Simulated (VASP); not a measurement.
# Al2GaAs3 (I-4m2) in VASP: a series of runs, part 2 of 2

VASP 6.6.1. Earlier steps stand in the parts before.

### Step 4. Relaxation of cell and atoms, PBE

File INCAR:

```
SYSTEM = Al2GaAs3
ALGO = Normal
EDIFF = 1E-6
EDIFFG = -0.04
ENCUT = 600
GGA = PE
IBRION = 2
ISIF = 3
ISMEAR = 0
LASPH = .True.
LCHARG = .False.
LREAL = .False.
LWAVE = .False.
NELM = 100
NSW = 90
PREC = Accurate
SIGMA = 0.1
```

File KPOINTS:

```
k-points
0
Gamma
  6 6 6
  0 0 0
```

File POSCAR:

```
Al2GaAs3
1.0
   -1.9268134300      1.9268134300      8.1747770700
    1.9268134300     -1.9268134300      8.1747770700
    1.9268134300      1.9268134300     -8.1747770700
Al Ga As
2 1 3
Direct
    0.6666666700      0.6666666700      0.0000000000
    0.3333333300      0.3333333300      0.0000000000
    0.0000000000      0.0000000000      0.0000000000
    0.4166666700      0.9166666700      0.5000000000
    0.0833333300      0.5833333300      0.5000000000
    0.7500000000      0.2500000000      0.5000000000
```

Potentials or basis: VASP PAW PBE potentials, release 64 (Al, Ga_d, As).

The run is started by

```sh
$ cat potpaw_PBE.64/Al/POTCAR potpaw_PBE.64/Ga_d/POTCAR potpaw_PBE.64/As/POTCAR > POTCAR
$ mpirun -np 1 vasp_std > vasp.out
```

OUTCAR:

```text
SYSTEM = Al2GaAs3
   EDIFF = 1E-6
   EDIFFG = -0.04
   ENCUT = 600
   GGA = PE
   IBRION = 2
   ISIF = 3
   ISMEAR = 0
   LASPH = .True.
   LREAL = .False.
   NELM = 100
   NSW = 90
   PREC = Accurate

 ion  position               nearest neighbor table
   1  0.667  0.667  0.000-   6 2.36   6 2.36   5 2.36   5 2.36
   2  0.333  0.333  0.000-   6 2.36   6 2.36   4 2.36   4 2.36
   3  0.000  0.000  0.000-   5 2.36   4 2.36   5 2.36   4 2.36
   4  0.417  0.917  0.500-   3 2.36   3 2.36   2 2.36   2 2.36
   5  0.083  0.583  0.500-   3 2.36   3 2.36   1 2.36   1 2.36
   6  0.750  0.250  0.500-   2 2.36   1 2.36   2 2.36   1 2.36

  LATTYP: Found a body centered tetragonal cell.
 ALAT       =     3.8536268600
 C/A-ratio  =     4.2426406951

  Lattice vectors:

 A1 = (  -1.9268134300,   1.9268134300,   8.1747770700)
 A2 = (   1.9268134300,  -1.9268134300,   8.1747770700)
 A3 = (   1.9268134300,   1.9268134300,  -8.1747770700)

Analysis of symmetry for initial positions (statically):
=====================================================================
 Subroutine PRICEL returns:
 Original cell was already a primitive cell.

 Routine SETGRP: Setting up the symmetry group for a
 body centered tetragonal supercell.

 Subroutine GETGRP returns: Found  8 space group operations
 (whereof  8 operations were pure point group operations)
 out of a pool of 16 trial point group operations.

The static configuration has the point symmetry D_2d.

Analysis of symmetry for dynamics (positions and initial velocities):
=====================================================================
 Subroutine PRICEL returns:
 Original cell was already a primitive cell.

 Routine SETGRP: Setting up the symmetry group for a
 body centered tetragonal supercell.

 Subroutine GETGRP returns: Found  8 space group operations
 (whereof  8 operations were pure point group operations)
 out of a pool of 16 trial point group operations.

The dynamic configuration has the point symmetry D_2d.

 Subroutine INISYM returns: Found  8 space group operations
 (whereof  8 operations are pure point group operations),
 and found     1 'primitive' translations

----------------------------------------------------------------------------------------

[... 108 lines left out ...]
   POTIM  = 0.5000    time-step for ionic-motion
   TEBEG  =    0.0;   TEEND  =   0.0 temperature during run
   PSTRESS=    0.0 pullay stress
   NELECT =      34.0000    total number of electrons
   NUPDOWN=      -1.0000    fix difference up-down
   EMIN   =  10.00;   EMAX   =-10.00  energy-range for DOS
   EFERMI =   0.00;   METHOD = LEGACY
   ISMEAR =     0;   SIGMA  =   0.10  broadening in eV -4-tet -1-fermi 0-gaus
   EFERMI_NEDOS =   21; number of points for ismear=-14 and -15
   IALGO  =     38    algorithm
   IMIX   =      4    mixing-type and parameters
     AMIX     =   0.40;   BMIX     =  1.00
     AMIX_MAG =   1.60;   BMIX_MAG =  1.00
  volume/ion in A,a.u.               =      20.23       136.54
  Fermi-wavevector in a.u.,A,eV,Ry     =   1.071098  2.024083 15.609310  1.147252
  Thomas-Fermi vector in A             =   2.206829
   LORBIT       =      0    0 simple, 1 ext, 2 COOP (PROOUT), +10 PAW based schemes
   GGA     = PE    functional components
   LHFCALC =     F    Hartree Fock is set to
   AEXX    =    0.0000 exact exchange contribution
   IVDW    =     0    specifies the selected vdW correction
   LEPSILON=     F    determine dielectric tensor
   LRPA    =     F    only Hartree local field effects (RPA)
 conjugate gradient relaxation of ions
 non-spin polarized calculation
 Gauss-broadening in eV      SIGMA  =   0.10
  energy-cutoff  :      600.00
  volume of cell :      121.40
 maximum number of plane-waves:      4066
 NGX is ok and might be reduce to    70
   NGX = 35   NGY = 35   NGZ = 35

--------------------------------------- Ionic step        1  -------------------------------------------

 number of electron      33.9999997 magnetization

 Free energy of the ion-electron system (eV)
  ---------------------------------------------------
  ext. energy  EPLUGINS =         0.00000000
  ---------------------------------------------------
  free energy    TOTEN  =       -26.23718117 eV

  energy without entropy =      -26.23718117  energy(sigma->0) =      -26.23718117

 E-fermi :   5.4326     XC(G=0):  -9.6929

 val. band max:        4.9583416329   @ k =   0.0000   0.0000   0.0000
 cond. band min:       6.1516302184   @ k =   0.5000   0.5000   0.0000
 fundamental gap:      1.1932885855
 Fermi energy:         5.4326171220

 k-point     1 :       0.0000    0.0000    0.0000
  band No.  band energies     occupation
      1      -9.8473      2.00000
      2      -9.7298      2.00000
      3      -9.7298      2.00000
      4      -9.6750      2.00000
      5      -9.6427      2.00000
      6      -7.9577      2.00000
[... 726 lines left out ...]
--------------------------------------- Ionic step        5  -------------------------------------------

 number of electron      33.9999996 magnetization

 Free energy of the ion-electron system (eV)
  ---------------------------------------------------
  ext. energy  EPLUGINS =         0.00000000
  ---------------------------------------------------
  free energy    TOTEN  =       -27.02323251 eV

  energy without entropy =      -27.02323251  energy(sigma->0) =      -27.02323251

 E-fermi :   3.9879     XC(G=0):  -9.0521

 val. band max:        3.5408144787   @ k =   0.0000   0.0000   0.0000
 cond. band min:       4.6453103310   @ k =   0.0000   0.0000   0.0000
 fundamental gap:      1.1044958523
 Fermi energy:         3.9879132411

 k-point     1 :       0.0000    0.0000    0.0000
  band No.  band energies     occupation
      1     -10.9864      2.00000
      2     -10.9202      2.00000
      3     -10.9202      2.00000
      4     -10.8833      2.00000
      5     -10.8656      2.00000
      6      -8.3685      2.00000
[... 600 lines left out ...]
  FREE ENERGIE OF THE ION-ELECTRON SYSTEM (eV)
  ---------------------------------------------------
  free  energy   TOTEN  =       -27.0232325093 eV

  energy  without entropy=      -27.0232325093  energy(sigma->0) =      -27.02323251

 reached required accuracy - stopping structural energy minimisation
```

It took 34 min on 1 thread of Intel Xeon 8259CL, shared host; peak memory 0.81 GiB.

Results:

| Quantity | Value |
| --- | --- |
| Free energy | -27.0232 eV |
| Relaxed volume | 23.62 Å³/atom |
| Relaxed cell | a = 9.064 Å, b = 9.064 Å, c = 9.064 Å, α = 154.12°, β = 154.12°, γ = 36.93° |
| Space group after relaxing (to 0.1 Å) | I-4m2 (No. 119) |
| Energy gained by relaxing | 131.0 meV/atom |
| Ionic steps | 5 |
| Pressure after relaxing | 0.0 GPa |
| Largest force after relaxing | 0.031 eV/Å |
| Band gap on the k mesh | 1.10 eV |

Forces on the atoms (eV/Å):
```
Al   0.000  0.000  0.016
Al   0.000  0.000 -0.016
Ga   0.000  0.000  0.000
As   0.000  0.000 -0.031
As   0.000  0.000  0.031
As   0.000  0.000  0.000
```

Stress tensor (GPa, compression positive):
```
 0.05  0.00  0.00
 0.00  0.05  0.00
 0.00  0.00 -0.03
```

Step by step:
```csv
step,energy change (eV),largest force (eV/Å),pressure (GPa),volume (Å³)
1,0.0000,0.0981,14.20,121.40
2,-0.5506,0.0687,-4.91,155.71
3,-0.7857,0.0641,0.01,141.75
4,-0.7855,0.0642,-0.17,142.17
5,-0.7861,0.0314,0.02,141.70
```

Final structure:
```
Al Ga As
1.0
    -2.02988    2.02988    8.59725
     2.02988   -2.02988    8.59725
     2.02988    2.02988   -8.59725
Al Ga As
2 1 3
Direct
  0.66662 0.66662 0.00000
  0.33338 0.33338 0.00000
  0.00000 0.00000 0.00000
  0.41631 0.91631 0.50000
  0.08369 0.58369 0.50000
  0.75000 0.25000 0.50000
```

Levels at points of the mesh, in eV from the valence-band top:
```
           k point  band 14  band 15  band 16  band 17  band 18  band 19  band 20  band 21
(0.00, 0.00, 0.00)    -1.81    -0.01     0.00     0.00     1.10     1.84     2.06     2.86
(0.50, 0.00, 0.00)    -0.99    -0.96    -0.88    -0.85     1.54     2.84     3.02     4.59
(0.50, 0.50, 0.00)    -2.72    -2.71    -2.23    -2.23     1.51     2.01     3.09     3.34
(0.50, 0.50, 0.50)    -0.91    -0.91    -0.72    -0.72     1.51     1.98     2.83     3.12
```

Caveat: the volume moved by over 15 % at a fixed basis, so the end points are rough.

### Step 5. Single point, PBE

This run uses another cell than the first one, of 23.57 Å³/atom.

File INCAR:

```
SYSTEM = Al2GaAs3
ALGO = Normal ; EDIFF = 1E-6
ENCUT = 520 ; GGA = PE
ISIF = 2 ; ISMEAR = 0
LASPH = .TRUE. ; LCHARG = .FALSE.
LREAL = .FALSE. ; LWAVE = .FALSE.
NBANDS = 26 ; NELM = 100
PREC = Accurate ; SIGMA = 0.02
```

File KPOINTS:

```
k-points
0
G
  10 10 10
  0 0 0
```

File POSCAR:

```
Al2GaAs3
1.0
   -2.0277636546      2.0277636546      8.5980652747
    2.0277636546     -2.0277636546      8.5980652747
    2.0277636546      2.0277636546     -8.5980652747
Al Ga As
2 1 3
Direct
    0.6667862379      0.6667862379      0.0000000000
    0.3332137621      0.3332137621      0.0000000000
    0.0000000000      0.0000000000      0.0000000000
    0.4160980728      0.9160980728      0.5000000000
    0.0839019272      0.5839019272      0.5000000000
    0.7500000000      0.2500000000      0.5000000000
```

The run is started by

```sh
$ cat potpaw_PBE.64/Al/POTCAR potpaw_PBE.64/Ga_d/POTCAR potpaw_PBE.64/As/POTCAR > POTCAR
$ mpirun -np 1 vasp_std > vasp.out
```

Run time: 28 min. Hardware: 1 thread of Intel Xeon 8259CL, shared host; peak memory 0.93 GiB.

It converged, with:

```
Free energy            : -27.0391 eV
Pressure               : 0.2 GPa
Band gap on the k mesh : 1.11 eV
```

Levels at points of the mesh, in eV from the valence-band top:
| k point | band 15 | band 16 | band 17 | band 18 | band 19 | band 20 |
| --- | --- | --- | --- | --- | --- | --- |
| (0.00, 0.00, 0.00) | -0.02 | 0.00 | 0.00 | 1.11 | 1.85 | 2.06 |
| (0.50, 0.00, 0.00) | -0.96 | -0.89 | -0.84 | 1.54 | 2.86 | 3.03 |
| (0.50, 0.50, 0.00) | -2.71 | -2.23 | -2.23 | 1.50 | 2.00 | 3.09 |
| (0.50, 0.50, 0.50) | -0.91 | -0.72 | -0.72 | 1.51 | 1.99 | 2.83 |

A k mesh can miss the band edges.

### Step 6. The runs side by side

| task | cell | k mesh | cutoff (eV) | smearing | gap on the mesh (eV) | pressure (GPa) | largest force (eV/Å) |
| --- | --- | --- | --- | --- | --- | --- | --- |
| single point | a = 8.617 Å, angles 154.2, 154.2, 36.9°, 6 atoms | 6 × 6 × 6 | 520 | gaussian 0.1 eV | 1.19 | 14.2 | 0.10 |
| single point | a = 9.046 Å, angles 154.1, 154.1, 37.0°, 6 atoms | 6 × 6 × 6 | 520 | gaussian 0.1 eV | 1.12 | 0.2 | - |
| relaxation of cell and atoms | relaxed from a = 8.617 Å, angles 154.2, 154.2, 36.9°, 6 atoms | 6 × 6 × 6 | 600 | gaussian 0.1 eV | 1.10 | 0.0 | 0.03 |
| single point | a = 9.064 Å, angles 154.1, 154.1, 36.9°, 6 atoms | 10 × 10 × 10 | 520 | gaussian 0.02 eV | 1.11 | 0.2 | - |

Alike in all rows: level PBE; potentials or basis VASP PAW PBE potentials, release 64 (Al, Ga_d, As); no spin polarisation.

Caveats: the cell stands under pressure (at least some runs); the volume moved by over 15 % at a fixed basis, so the end points are rough (at least some runs).

Absolute energies hang on the potentials; compare differences alone.
